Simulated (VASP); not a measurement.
# YF5 (P6/mmm) in VASP: notebook, part 2 of 2

VASP 6.6.1.

## 3. Single point, PBE, collinear spin

INCAR

```
ALGO = Normal ; EDIFF = 1E-7
ENCUT = 520 ; GGA = PE
ISIF = 2 ; ISMEAR = 0
ISPIN = 2 ; LASPH = T
LCHARG = T ; LELF = T
LMAXMIX = 4 ; LORBIT = 11
LREAL = F ; LVHAR = T
LWAVE = F ; MAGMOM = 0 1 1 1 1 1
NBANDS = 36 ; NELM = 150
PREC = Accurate ; SIGMA = 0.1
```

KPOINTS

```
k-points
0
Gamma
  6 6 4
```

POSCAR

```
YF5
1.0
    4.2842288336      0.0000000030      0.0000000000
   -2.1421144194      3.7102510040      0.0000000000
    0.0000000000      0.0000000000      4.4503536592
Y F
1 5
Direct
    0.0000000000      0.0000000000      0.5000000000
    0.6666666667      0.3333333333      0.7121325253
    0.0000000000      0.0000000000      0.0000000000
    0.6666666667      0.3333333333      0.2878674747
    0.3333333333      0.6666666667      0.2878674747
    0.3333333333      0.6666666667      0.7121325253
```

Potentials or basis: VASP PAW PBE potentials, release 64 (Y_sv, F).

The run is started by

```bash
cat potpaw_PBE.64/Y_sv/POTCAR potpaw_PBE.64/F/POTCAR > POTCAR
mpirun -np 1 vasp_std > vasp.out
```

OUTCAR:

```text
EDIFF = 1E-7
   ENCUT = 520
   GGA = PE
   ISIF = 2
   ISMEAR = 0
   ISPIN = 2
   LASPH = T
   LORBIT = 11
   LREAL = F
   NELM = 150
   PREC = Accurate

 ion  position               nearest neighbor table
   1  0.000  0.000  0.500-   3 2.23   3 2.23   4 2.65   5 2.65   6 2.65   2 2.65   5 2.65   6 2.65
                             2 2.65   4 2.65   2 2.65   4 2.65   5 2.65   6 2.65
   2  0.667  0.333  0.712-   4 1.89   1 2.65   1 2.65   1 2.65
   3  0.000  0.000  0.000-   1 2.23   1 2.23
[... 1837 lines left out ...]
      0.00000      0.00000      2.22518        -0.000000      0.000000      0.000000
      2.14211      1.23675      3.16924         0.000000     -0.000000      0.050776
      0.00000      0.00000      0.00000         0.000000      0.000000      0.000000
      2.14211      1.23675      1.28111         0.000000     -0.000000     -0.050776
     -0.00000      2.47350      1.28111        -0.000000      0.000000     -0.050776
     -0.00000      2.47350      3.16924        -0.000000      0.000000      0.050776
 -----------------------------------------------------------------------------------
    total drift:                               -0.000000      0.000000      0.000000

  FREE ENERGIE OF THE ION-ELECTRON SYSTEM (eV)
  ---------------------------------------------------
  free  energy   TOTEN  =       -29.8966616359 eV

  energy  without entropy=      -29.8960882023  energy(sigma->0) =      -29.89637492

 total charge

# of ion       s       p       d       f       tot
--------------------------------------------------
    1        2.100   6.227   0.599   0.098   9.024
    2        1.757   4.207   0.000   0.000   5.964
    3        1.737   4.368   0.000   0.000   6.105
    4        1.757   4.207   0.000   0.000   5.964
    5        1.757   4.207   0.000   0.000   5.964
    6        1.757   4.207   0.000   0.000   5.964
--------------------------------------------------
tot         10.865  27.421   0.599   0.098  38.983

 magnetization (x)

# of ion       s       p       d       f       tot
--------------------------------------------------
    1       -0.003  -0.009  -0.018  -0.002  -0.032
    2        0.004   0.452   0.000   0.000   0.456
    3        0.000   0.049   0.000   0.000   0.050
    4        0.004   0.452   0.000   0.000   0.456
    5        0.004   0.452   0.000   0.000   0.456
    6        0.004   0.452   0.000   0.000   0.456
--------------------------------------------------
tot          0.013   1.846  -0.018  -0.002   1.840
```

It took 2.2 min on 1 thread of AMD EPYC 7R13 (Zen 3), shared host; peak memory 0.23 GiB.

Results:

```
Free energy                                           : -29.8967 eV
Pressure                                              : -0.2 GPa
Largest force                                         : 0.051 eV/Å
Band gap on the k mesh                                : 0.12 eV
Net moment                                            : 2.00 μB per cell
Site moments                                          : Y -0.03; F +0.46, +0.05 (each value once) μB
Valence electrons inside the program's atomic spheres : Y 9.02; F 5.96, 6.11 (each value once)
```

Forces on the atoms (eV/Å):
```
Y    0.000  0.000  0.000
F    0.000  0.000  0.051
F    0.000  0.000  0.000
F    0.000  0.000 -0.051
F    0.000  0.000 -0.051
F    0.000  0.000  0.051
```

Levels at points of the mesh, in eV from the valence-band top:
Spin up:
```csv
k point,band 21,band 22,band 23,band 24,band 25,band 26,band 27,band 28
"(0.00, 0.00, 0.00)",-0.66,-0.66,-0.45,-0.24,7.10,7.10,7.26,7.52
"(0.50, 0.00, 0.00)",-0.83,-0.69,-0.42,-0.32,6.52,6.74,7.30,7.35
"(0.00, 0.00, 0.50)",-1.76,-1.13,-0.30,-0.30,7.55,7.55,7.76,7.76
"(0.50, 0.00, 0.50)",-1.29,-0.81,-0.67,-0.55,6.61,7.36,7.46,7.93
```
Spin down:
| k point | band 18 | band 19 | band 20 | band 21 | band 22 | band 23 | band 24 | band 25 | band 26 | band 27 |
| --- | --- | --- | --- | --- | --- | --- | --- | --- | --- | --- |
| (0.00, 0.00, 0.00) | -1.44 | -0.76 | -0.76 | -0.47 | -0.47 | 1.61 | 1.90 | 7.13 | 7.13 | 7.39 |
| (0.50, 0.00, 0.00) | -1.05 | -0.80 | -0.70 | -0.62 | -0.25 | 1.68 | 1.80 | 6.56 | 6.77 | 7.33 |
| (0.00, 0.00, 0.50) | -1.90 | -1.39 | -1.39 | 0.00 | 0.00 | 0.12 | 0.90 | 7.60 | 7.60 | 7.79 |
| (0.50, 0.00, 0.50) | -1.78 | -1.44 | -0.52 | -0.49 | -0.38 | 0.65 | 0.67 | 6.67 | 7.37 | 7.49 |

A k mesh can miss the band edges.

## 4. Single point, PBE, collinear spin

This run uses another cell than the first one, of 14.10 Å³/atom.

INCAR

```
SYSTEM = YF5
PREC = Accurate
ENCUT = 520
EDIFF = 1E-6
ISMEAR = 0
SIGMA = 0.1
LREAL = .FALSE.
LASPH = .TRUE.
NELM = 150
ALGO = Normal
ISIF = 2
LWAVE = .FALSE.
LCHARG = .FALSE.
ISPIN = 2
MAGMOM = 0 1 1 1 1 1
LORBIT = 11
LMAXMIX = 4
GGA = PE
NBANDS = 36
```

KPOINTS

```
regular mesh
0
G
  6 6 4
  0 0 0
```

POSCAR

```
YF5
1.0
    4.1597863100      0.0000000000      0.0000000000
   -2.0798931600      3.6024806200      0.0000000000
    0.0000000000      0.0000000000      5.6467051400
Y F
1 5
Direct
    0.0000000000      0.0000000000      0.5000000000
    0.6666666700      0.3333333300      0.7959949400
    0.0000000000      0.0000000000      0.0000000000
    0.6666666700      0.3333333300      0.2040050600
    0.3333333300      0.6666666700      0.2040050600
    0.3333333300      0.6666666700      0.7959949400
```

The run is started by

```bash
cat potpaw_PBE.64/Y_sv/POTCAR potpaw_PBE.64/F/POTCAR > POTCAR
mpirun -np 1 vasp_std > vasp.out
```

Run time: 2.9 min. Hardware: 1 thread of AMD EPYC 7R13 (Zen 3), shared host; peak memory 0.25 GiB.

Results (log left out):

```
Free energy                                           : -24.9606 eV
Pressure                                              : -14.1 GPa
Largest force                                         : 2.824 eV/Å
Band gap on the k mesh                                : zero (filled and empty bands overlap)
Net moment                                            : 2.00 μB per cell
Site moments                                          : Y -0.06; F +0.35, +0.53 (each value once) μB
Valence electrons inside the program's atomic spheres : Y 8.53; F 5.92, 5.89 (each value once)
```

Forces in eV/Å, atoms in the order of the input:
```
Y    0.000  0.000  0.000
F    0.000  0.000 -2.824
F    0.000  0.000  0.000
F    0.000  0.000  2.824
F    0.000  0.000  2.824
F    0.000  0.000 -2.824
```

Stress tensor (GPa, compression positive):
```
 -6.72   0.00   0.00
  0.00  -6.72   0.00
  0.00   0.00 -28.89
```

Levels at points of the mesh, in eV from the Fermi level:
Spin up:
```tsv
k point	band 22	band 23	band 24	band 25	band 26	band 27
(0.00, 0.00, 0.00)	-0.67	-0.67	-0.37	2.92	3.49	3.49
(0.50, 0.00, 0.00)	-0.88	-0.67	-0.60	3.12	4.37	4.43
(0.00, 0.00, 0.50)	-0.73	-0.73	-0.71	3.45	3.54	3.54
(0.50, 0.00, 0.50)	-1.02	-0.87	-0.76	3.42	4.37	4.50
```
Spin down:
| k point | band 18 | band 19 | band 20 | band 21 | band 22 | band 23 | band 24 | band 25 | band 26 | band 27 |
| --- | --- | --- | --- | --- | --- | --- | --- | --- | --- | --- |
| (0.00, 0.00, 0.00) | -1.39 | -0.73 | -0.45 | -0.45 | -0.01 | 0.39 | 0.39 | 2.93 | 3.50 | 3.50 |
| (0.50, 0.00, 0.00) | -0.74 | -0.34 | -0.23 | -0.16 | -0.14 | 0.01 | 0.18 | 3.12 | 4.40 | 4.40 |
| (0.00, 0.00, 0.50) | -1.53 | -1.44 | -0.37 | -0.23 | -0.23 | 0.33 | 0.33 | 3.52 | 3.57 | 3.57 |
| (0.50, 0.00, 0.50) | -1.22 | -0.68 | -0.42 | -0.14 | -0.03 | 0.03 | 0.06 | 3.46 | 4.40 | 4.49 |

Caveat: the stress differs along the axes, from -29 to -7 GPa; forces of over 1 eV/Å act on the atoms, so gaps and moduli don't describe the material at rest.

## 5. The runs side by side

```csv
cell,k mesh,smearing,gap on the mesh (eV),pressure (GPa),moment (μB),largest force (eV/Å)
"a = 4.286, b = 4.286, c = 4.452 Å, angles 90.0, 90.0, 120.0°, 6 atoms, atomic positions A",12 × 12 × 8,gaussian 0.01 eV,0.11,-0.3,2.00,0.02
"a = 4.284, b = 4.284, c = 4.450 Å, angles 90.0, 90.0, 120.0°, 6 atoms, atomic positions B",6 × 6 × 4,gaussian 0.1 eV,0.12,-0.2,2.00,0.05
"a = 4.160, b = 4.160, c = 5.647 Å, angles 90.0, 90.0, 120.0°, 6 atoms, atomic positions C",6 × 6 × 4,gaussian 0.1 eV,none,-14.1,2.00,2.82
```

Alike in all rows: task single point; level PBE; potentials or basis VASP PAW PBE potentials, release 64 (Y_sv, F); spin collinear; cutoff (eV) 520.

Caveats: the stress differs along the axes, from -29 to -7 GPa (at least some runs); forces of over 1 eV/Å act on the atoms, so gaps and moduli don't describe the material at rest (at least some runs).

Total energies depend on the potentials used, so only differences within one code and one set of settings carry meaning.
